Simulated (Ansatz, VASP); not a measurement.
**One calculation of BaF2, two programs**

Contents of POSCAR:

```
BaF2
1.0
    0.0000000000      2.9450475000      2.9450475000
    2.9450475000      0.0000000000      2.9450475000
    2.9450475000      2.9450475000      0.0000000000
Ba F
1 2
Direct
    0.0000000000      0.0000000000      0.0000000000
    0.2500000000      0.2500000000      0.2500000000
    0.7500000000      0.7500000000      0.7500000000
```

INCAR.step1

```
SYSTEM = BaF2
ALGO = Normal ; EDIFF = 1E-5
ENCUT = 1490 ; GGA = PE
GGA_COMPAT = .False. ; ISMEAR = 0
LASPH = .True. ; LCHARG = .False.
LREAL = .False. ; LWAVE = .True.
NBANDS = 19 ; NELM = 120
PREC = Accurate ; SIGMA = 0.05
```

File INCAR.step2:

```
SYSTEM = BaF2
ALGO = Normal ; EDIFF = 1E-6
ENCUT = 1490 ; GGA_COMPAT = .False.
ISIF = 2 ; ISMEAR = 0
ISTART = 1 ; LASPH = .True.
LCHARG = .False. ; LMIXTAU = .True.
LREAL = .False. ; LWAVE = .False.
METAGGA = R2SCAN ; NBANDS = 19
NELM = 120 ; PREC = Accurate
SIGMA = 0.05
```

File KPOINTS:

```
k-points
0
Gamma
  6 6 6
  0 0 0
```

Input for Ansatz:

```yaml
crystal:
  lattice:
    - [0.0, 2.9450475, 2.9450475]
    - [2.9450475, 0.0, 2.9450475]
    - [2.9450475, 2.9450475, 0.0]
  atoms:
    - { symbol: Ba, position: [0.0, 0.0, 0.0] }
    - { symbol: F, position: [0.25, 0.25, 0.25] }
    - { symbol: F, position: [0.75, 0.75, 0.75] }
basis:
  ecutwfc: 500
kpoints:
  mp_grid: { grid: [6, 6, 6] }
hamiltonian:
  xc: r2scan
scf:
  occupations: { method: gaussian, width: 0.05 }
output:
  forces: true
  stress: true
  eigenvalues: true
  write_density: true
  write_potential: true
  elf: true
  volumetric_format: npy
```

Change from the starting cell: strain -0.050 along x and y, -0.050 along z, atoms carried along.

Alike in both runs: task single point; functional r2SCAN; k mesh 6 × 6 × 6; occupations gaussian, width 0.05 eV; no spin polarisation.

|  | VASP | Ansatz |
| --- | --- | --- |
| version | VASP 6.6.1 | Ansatz 0.2.0 |
| potentials or method | VASP PAW PBE potentials, release 64 (Ba_sv, F_h), cutoff 1490 eV | scalar-relativistic, plane waves, PAW |
| valence electrons in the cell | 24 | 24 |

Ansatz gave:

```
gap on the k mesh at the Fermi level (eV) : 7.99
least direct gap on the mesh (eV)         : 8.14
pressure (GPa)                            : 13.2
```

Question: What did VASP give for the same quantities?

Answer: gap on the k mesh at the Fermi level (eV): 7.92; least direct gap on the mesh (eV): 8.07; pressure (GPa): 15.2.

VASP's potentials were made for PBE, not for r2SCAN.

Neither program's run includes spin-orbit coupling.
